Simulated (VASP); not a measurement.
# BaTe in VASP: further runs, part 2 of 2

VASP 6.6.1.

### Step 5. Single point, r2SCAN (strain along [111] -3.0%)

The input, POSCAR:

```
BaTe
1.0
   -0.0782831733      3.8358754929      3.8358754929
    3.8358754929     -0.0782831733      3.8358754929
    3.8358754929      3.8358754929     -0.0782831733
Ba Te
1 1
Direct
   -0.0024443304     -0.0024443304     -0.0024443304
    0.2524443304      0.2524443304      0.2524443304
```

The input, INCAR.step1:

```
PREC = Accurate ; ENCUT = 550
ISMEAR = 0 ; SIGMA = 0.01
LREAL = False ; LASPH = True
NELM = 120 ; NBANDS = 15
GGA = PE ; ALGO = Normal
EDIFF = 1E-5 ; LWAVE = True
LCHARG = False ; GGA_COMPAT = False
```

The input, INCAR.step2:

```
PREC = Accurate ; ENCUT = 550
EDIFF = 1E-6 ; ISMEAR = 0
SIGMA = 0.01 ; LREAL = False
LASPH = True ; NELM = 120
ALGO = Normal ; ISIF = 2
LWAVE = False ; LCHARG = True
METAGGA = R2SCAN ; LMIXTAU = True
LELF = True ; LVHAR = True
NBANDS = 15 ; ISTART = 1
GGA_COMPAT = False
```

The input, KPOINTS:

```
regular mesh
0
Gamma
  6 6 6
```

Potentials or basis: VASP PAW PBE potentials, release 64 (Ba_sv, Te).

Command:

```
cat potpaw_PBE.64/Ba_sv/POTCAR potpaw_PBE.64/Te/POTCAR > POTCAR
cp INCAR.step1 INCAR
mpirun -np 1 vasp_std > vasp.out
cp INCAR.step2 INCAR
mpirun -np 1 vasp_std > vasp.out
```

OUTCAR:

```text
PREC = Accurate
   ENCUT = 550
   EDIFF = 1E-6
   ISMEAR = 0
   LREAL = False
   LASPH = True
   NELM = 120
   ISIF = 2
   METAGGA = R2SCAN
   ISTART = 1

 ion  position               nearest neighbor table
   1  0.998  0.998  0.998-   2 3.35   2 3.36   2 3.36   2 3.36
   2  0.252  0.252  0.252-   1 3.35   1 3.36   1 3.36   1 3.36

  LATTYP: Found a trigonal (rhomboedric) cell.
 ALAT       =     5.4253119587
 COS(alpha) =     0.4794919842

  Lattice vectors:

 A1 = (  -0.0782831733,   3.8358754929,   3.8358754929)
 A2 = (   3.8358754929,  -0.0782831733,   3.8358754929)
 A3 = (   3.8358754929,   3.8358754929,  -0.0782831733)

Analysis of symmetry for initial positions (statically):
=====================================================================
 Subroutine PRICEL returns:
 Original cell was already a primitive cell.

 Routine SETGRP: Setting up the symmetry group for a
 trigonal (rhombohedral) supercell.

 Subroutine GETGRP returns: Found  6 space group operations
 (whereof  6 operations were pure point group operations)
 out of a pool of 12 trial point group operations.

The static configuration has the point symmetry C_3v.

Analysis of symmetry for dynamics (positions and initial velocities):
=====================================================================
 Subroutine PRICEL returns:
 Original cell was already a primitive cell.

 Routine SETGRP: Setting up the symmetry group for a
 trigonal (rhombohedral) supercell.

 Subroutine GETGRP returns: Found  6 space group operations
 (whereof  6 operations were pure point group operations)
 out of a pool of 12 trial point group operations.

The dynamic configuration has the point symmetry C_3v.

 Subroutine INISYM returns: Found  6 space group operations
 (whereof  6 operations are pure point group operations),
 and found     1 'primitive' translations

----------------------------------------------------------------------------------------

                                     Primitive cell

[... 120 lines left out ...]
   LRPA    =     F    only Hartree local field effects (RPA)
 non-spin polarized calculation
 Gauss-broadening in eV      SIGMA  =   0.01
  energy-cutoff  :      550.00
  volume of cell :      116.34
 maximum number of plane-waves:      3427
 NGX is ok and might be reduce to    42
   NGX = 21   NGY = 21   NGZ = 21

 number of electron      16.0000000 magnetization

 Free energy of the ion-electron system (eV)
  ---------------------------------------------------
  ext. energy  EPLUGINS =         0.00000000
  ---------------------------------------------------
  free energy    TOTEN  =       -55.36345097 eV

  energy without entropy =      -55.36345097  energy(sigma->0) =      -55.36345097

 E-fermi :   0.0615     XC(G=0):  -7.1688

 val. band max:       -0.0591739590   @ k =   0.5000   0.5000  -0.0000
 cond. band min:       2.9119604660   @ k =   0.0000   0.0000   0.0000
 fundamental gap:      2.9711344250
 Fermi energy:         0.0615022823

 k-point     1 :       0.0000    0.0000    0.0000
  band No.  band energies     occupation
      1     -27.6755      2.00000
      2     -12.4537      2.00000
      3     -12.4497      2.00000
      4     -12.4497      2.00000
      5      -9.1144      2.00000
      6      -0.5677      2.00000
      7      -0.5677      2.00000
      8      -0.4833      2.00000
      9       2.9120      0.00000
     10       4.5480      0.00000
     11       4.5480      0.00000
     12       6.4577      0.00000
     13       6.6217      0.00000
     14       6.6217      0.00000
[... 401 lines left out ...]
      2     -12.6789      2.00000
      3     -12.5047      2.00000
      4     -12.4931      2.00000
      5      -8.6872      2.00000
      6      -0.8620      2.00000
      7      -0.3614      2.00000
      8      -0.0734      2.00000
      9       3.1045      0.00000
     10       4.1784      0.00000
     11       5.2616      0.00000
     12       5.5537      0.00000
     13       6.2971      0.00000
     14       7.7187      0.00000
     15       8.0774      0.00000

 [... further k-points ...]

------------------------ aborting loop because EDIFF is reached ----------------------------------------

  FORCE on cell =-STRESS in cart. coord.  units (eV):
  Direction    XX          YY          ZZ          XY          YZ          ZX
  --------------------------------------------------------------------------------------
  -------------------------------------------------------------------------------------
  Total        0.5849576      0.5849576      0.5849576      0.0325565      0.0325565      0.0325565
  in kB        8.0559724      8.0559724      8.0559724      0.4483642      0.4483642      0.4483642
  external PRESSURE =       8.0559724 kB  Pullay stress =       0.0000000 kB

 VOLUME and BASIS-vectors are now :
 -----------------------------------------------------------------------------
  energy-cutoff  :      550.00
  volume of cell :      116.34
      direct lattice vectors                 reciprocal lattice vectors
    -0.078283173  3.835875493  3.835875493    -0.126424451  0.129058294  0.129058294
     3.835875493 -0.078283173  3.835875493     0.129058294 -0.126424451  0.129058294
     3.835875493  3.835875493 -0.078283173     0.129058294  0.129058294 -0.126424451

 POSITION                                       TOTAL-FORCE (eV/Angst)
 -----------------------------------------------------------------------------------
      7.57491      7.57491      7.57491        -0.001493     -0.001493     -0.001493
      1.91693      1.91693      1.91693         0.001493      0.001493      0.001493
 -----------------------------------------------------------------------------------
    total drift:                                0.000094      0.000094      0.000094

  FREE ENERGIE OF THE ION-ELECTRON SYSTEM (eV)
  ---------------------------------------------------
  free  energy   TOTEN  =       -55.3634509699 eV

  energy  without entropy=      -55.3634509699  energy(sigma->0) =      -55.36345097
```

OUTCAR.step1:

```text
PREC = Accurate
   ENCUT = 550
   ISMEAR = 0
   LREAL = False
   LASPH = True
[... 655 lines left out ...]
      7.57491      7.57491      7.57491         0.000505      0.000505      0.000505
      1.91693      1.91693      1.91693        -0.000505     -0.000505     -0.000505
 -----------------------------------------------------------------------------------
    total drift:                                0.000085      0.000085      0.000085

  FREE ENERGIE OF THE ION-ELECTRON SYSTEM (eV)
  ---------------------------------------------------
  free  energy   TOTEN  =        -8.0783816206 eV

  energy  without entropy=       -8.0783816206  energy(sigma->0) =       -8.07838162
```

Run time: 3.5 min. Hardware: 1 thread of Intel Xeon 6975P-C, shared host; peak memory 0.33 GiB.

What came out:

| Quantity | Value |
| --- | --- |
| Free energy | -55.3635 eV |
| Pressure | 0.8 GPa |
| Band gap on the k mesh | 2.97 eV, indirect (least direct gap 3.16 eV) |

Forces in eV/Å, atoms in the order of the input:
```
Ba  -0.001 -0.001 -0.001
Te   0.001  0.001  0.001
```

Levels at points of the mesh, in eV from the valence-band top:
| k point | band 4 | band 5 | band 6 | band 7 | band 8 | band 9 | band 10 | band 11 | band 12 | band 13 |
| --- | --- | --- | --- | --- | --- | --- | --- | --- | --- | --- |
| (0.00, 0.00, 0.00) | -12.39 | -9.06 | -0.51 | -0.51 | -0.42 | 2.97 | 4.61 | 4.61 | 6.52 | 6.68 |
| (0.50, 0.00, 0.00) | -12.41 | -8.73 | -0.75 | -0.27 | -0.26 | 4.36 | 4.68 | 4.91 | 5.09 | 5.64 |
| (0.50, 0.50, 0.00) | -12.43 | -8.63 | -1.03 | -0.04 | 0.00 | 3.16 | 4.39 | 5.50 | 5.53 | 5.62 |
| (0.50, 0.50, 0.50) | -12.41 | -8.75 | -0.69 | -0.33 | -0.33 | 4.43 | 4.85 | 4.85 | 5.00 | 5.80 |

Caveat: the cell differs from its parent crystal (strain along [111] -3.0%); the PAW data sets were made with another functional, which shifts forces and pressure a little; spin-orbit coupling is left out, which moves the levels of the heavy elements. A k mesh can miss the band edges.

### Step 6. The runs side by side

| level | cell | cutoff (eV) | smearing | gap on the mesh (eV) | pressure (GPa) |
| --- | --- | --- | --- | --- | --- |
| PBE | a = 5.535, b = 5.647, c = 5.647 Å, angles 58.7, 60.7, 60.7°, 2 atoms | 500 | fermi-dirac 0.02 eV | 2.49 | -0.5 |
| PBE | a = 5.425 Å, angles 61.3°, 2 atoms | 500 | fermi-dirac 0.02 eV | 2.60 | 0.8 |
| PBE | a = 5.516 Å, angles 60.6°, 2 atoms | 500 | fermi-dirac 0.02 eV | 2.57 | 0.2 |
| r2SCAN | a = 5.425 Å, angles 61.3°, 2 atoms | 550 | gaussian 0.01 eV | 2.97 | 0.8 |

Alike in all rows: task single point; potentials or basis VASP PAW PBE potentials, release 64 (Ba_sv, Te); no spin polarisation; k mesh 6 × 6 × 6.

Caveats: spin-orbit coupling is left out, which moves the levels of the heavy elements; the PAW data sets were made with another functional, which shifts forces and pressure a little (some runs).

Total energies depend on the potentials used, so only differences within one code and one set of settings carry meaning.
